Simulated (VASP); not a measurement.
Ti12S, 13 atoms in the cell. The cell holds a slab with vacuum, 13 atoms: a = 5.815 Å, b = 5.815 Å, c = 19.994 Å, α = 90.00°, β = 90.00°, γ = 120.00°. 

- Program: VASP 6.6.1
- Task: single point
- Functional: PBE
- Potentials or basis: VASP PAW PBE potentials, release 64 (Ti_sv, S)
- Cutoff: 520 eV
- k mesh: 6 × 6 × 1
- Occupations: gaussian, width 0.1 eV
- Spin: no spin polarisation
- Dipole correction: yes
- Further INCAR settings: ALGO = Normal; EDIFF = 1e-06; NBANDS = 87

Potentials or basis: VASP PAW PBE potentials, release 64 (Ti_sv, S).

The run is started by

```sh
$ cat potpaw_PBE.64/Ti_sv/POTCAR potpaw_PBE.64/S/POTCAR > POTCAR
$ mpirun -np 1 vasp_std > vasp.out
```

Hardware: 1 thread of Intel Xeon 8259CL (shared host).

Q: How long does it take, and how much memory?

A: Run time: 38 min on 1 thread of Intel Xeon 8259CL, on a shared host, peak memory 0.84 GiB. Counts: scf iterations 33, k points 7.
